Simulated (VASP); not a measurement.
Set up this calculation in VASP 6.6.1, as the native input.

```
Task                   : single point
Functional             : LDA
Potentials or basis    : VASP PAW LDA potentials, release 64 (Mg, O)
Cutoff                 : 520 eV
k mesh                 : 2 × 2 × 2
Occupations            : fermi-dirac, width 0.05 eV
Spin                   : no spin polarisation
Dipole correction      : no
Further INCAR settings : LREAL = Auto; ALGO = Normal; EDIFF = 1e-06; NBANDS = 46
```

The structure of MgO lies in POSCAR:

```
MgO
1.0
    0.0000000000      3.8220000000      3.8220000000
    3.8220000000      0.0000000000      3.8220000000
    3.8220000000      3.8220000000      0.0000000000
Mg O
8 8
Direct
   -0.0051674516      0.0087781266      0.0269361591
   -0.0154761905      0.0215986395      0.4995944532
    0.0175824176      0.4793301936     -0.0150183150
    0.0019230769      0.4579931973      0.5082810047
    0.5229199372      0.0021193093     -0.0072475144
    0.5096023025      0.0095499738      0.4950549451
    0.4790293040      0.5365646259     -0.0000392465
    0.4983647305      0.5406200942      0.4646912611
    0.2710753532      0.2330847724      0.2514521193
    0.2462977499      0.2004578755      0.7740057561
    0.2368785976      0.7589089482      0.2624934589
    0.2344976452      0.7515044479      0.7587781266
    0.7332155939      0.2846023025      0.2532051282
    0.7503270539      0.2341313448      0.7511643119
    0.7575745683      0.7367216117      0.2445709053
    0.7567765568      0.7146781790      0.7465201465
```

These files were run (other wordings do the same):

INCAR

```
SYSTEM = MgO
PREC = Accurate
ENCUT = 520
EDIFF = 1E-6
ISMEAR = -1
SIGMA = 0.05
LREAL = Auto
LASPH = .True.
NELM = 100
ALGO = Normal
ISIF = 2
LWAVE = .False.
LCHARG = .False.
NBANDS = 46
```

KPOINTS

```
regular mesh
0
Gamma
  2 2 2
  0 0 0
```

Potentials or basis: VASP PAW LDA potentials, release 64 (Mg, O).

Run with:

```bash
$ cat potpaw_LDA.64/Mg/POTCAR potpaw_LDA.64/O/POTCAR > POTCAR
$ mpirun -np 1 vasp_std > vasp.out
```

Results of the run:

```yaml
Pressure: 81.9 GPa
Largest_force: 5.314 eV/Å
Band_gap_on_the_k_mesh: 7.66 eV, direct
```

Caveat: the k points lie up to 0.71 Å⁻¹ apart; forces of over 1 eV/Å act on the atoms, so gaps and moduli don't describe the material at rest.

Wall time 110 s on 1 thread of Intel(R) Xeon(R) Platinum 8175M CPU @ 2.50GHz (Skylake/Cascade Lake) (shared host), peak memory 0.21 GiB.
